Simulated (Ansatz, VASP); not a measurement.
## Bi: VASP beside Ansatz

Contents of INCAR:

```
PREC = Accurate
ENCUT = 600
EDIFF = 1E-6
ISMEAR = -1
SIGMA = 0.05
LREAL = F
LASPH = T
NELM = 60
ALGO = Normal
ISIF = 3
LWAVE = F
LCHARG = F
GGA = B5
ALDAX = 1.0
AGGAX = 1.0
AGGAC = 1.0
ALDAC = 0.0
IBRION = 2
NSW = 60
EDIFFG = -0.01
```

KPOINTS

```
Automatic mesh
0
Gamma
  9 9 9
```

File POSCAR:

```
Bi
1.0
   -1.9814305318      1.9814305318      1.9814305318
    1.9814305318     -1.9814305318      1.9814305318
    1.9814305318      1.9814305318     -1.9814305318
Bi
1
Direct
    0.0000000000      0.0000000000      0.0000000000
```

input.yaml

```yaml
crystal:
  lattice:
    - [-1.9814305318, 1.9814305318, 1.9814305318]
    - [1.9814305318, -1.9814305318, 1.9814305318]
    - [1.9814305318, 1.9814305318, -1.9814305318]
  atoms:
    - { symbol: Bi, position: [0.0, 0.0, 0.0] }
hamiltonian:
  xc: blyp
  pseudopotentials: { kind: paw }
kpoints:
  mp_grid: { grid: [9, 9, 9] }
scf:
  occupations: { method: fermi_dirac, width: 0.05 }
output:
  forces: true
  stress: true
relax:
  f_tol: 0.01
  max_steps: 40
  cell: { stress_tol: 0.05 }
```

Alike in both runs: task relaxation of cell and atoms; functional BLYP; k mesh 9 × 9 × 9; occupations fermi-dirac, width 0.05 eV; no spin polarisation.

|  | VASP | Ansatz |
| --- | --- | --- |
| version | VASP 6.6.1 | Ansatz 0.2.0 |
| potentials or method | VASP PAW PBE potentials, release 64 (Bi_d) | Ansatz PAW |
| plane-wave cutoff (eV) | 600 | 420 |
| valence electrons in the cell | 15 | 15 |

VASP gave:

```
relaxed volume (Å³/atom)                                     : 34.30
relaxed cell length with the largest relative difference (Å) : 3.545
```

Question: Estimate Ansatz's values.

Answer: Relaxed volume (Å³/atom): 34.26; relaxed cell length with the largest relative difference (Å): 3.544.

VASP's potentials were made for PBE, not for BLYP.

Neither program's run includes spin-orbit coupling. Noted on Ansatz's run: the plane-wave basis is chosen anew once the cell has moved, so the energies of steps on either side of that aren't comparable.
